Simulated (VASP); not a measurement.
# LiF: single point with PBE

LiF:

```
CELL_PARAMETERS angstrom
3.19558 0.00000 0.00000
-1.59779 2.76745 0.00000
0.00000 0.00000 4.69047
ATOMIC_POSITIONS crystal
Li 0.33333 0.66667 0.38107
Li 0.66667 0.33333 0.88107
F 0.33333 0.66667 0.99393
F 0.66667 0.33333 0.49393
```

This cell differs from its parent crystal: c/a of the conventional cell at fixed volume 1.4678.

```yaml
Program: VASP 6.6.1
Task: single point
Functional: PBE
Potentials_or_basis: VASP PAW PBE potentials, release 64 (Li_sv, F)
Cutoff: 520 eV
k_mesh: 9 × 9 × 6
Occupations: gaussian, width 0.05 eV
Spin: no spin polarisation
Dipole_correction: no
Further_INCAR_settings: ALGO = Normal; EDIFF = 1e-06; NBANDS = 18
```

```json
{
 "Largest force": "0.272 eV/Å",
 "Band gap on the k mesh": "7.52 eV, direct"
}
```

Forces in eV/Å, atoms in the order of the input:
```
Li   0.000  0.000  0.272
Li   0.000  0.000  0.272
F    0.000  0.000 -0.272
F    0.000  0.000 -0.272
```

Levels at points of the mesh, in eV from the valence-band top:
```tsv
k point	band 7	band 8	band 9	band 10	band 11	band 12	band 13	band 14
(0.00, 0.00, 0.00)	-0.59	-0.20	-0.20	0.00	7.52	12.11	15.17	17.68
(0.00, 0.00, 0.50)	-0.39	-0.39	-0.39	-0.39	9.27	9.27	17.80	17.80
```

Run time: 27 s on 1 thread of AMD EPYC 9R45 (Zen 5), with other jobs on the host, peak memory 0.13 GiB.

 A k mesh can miss the band edges.
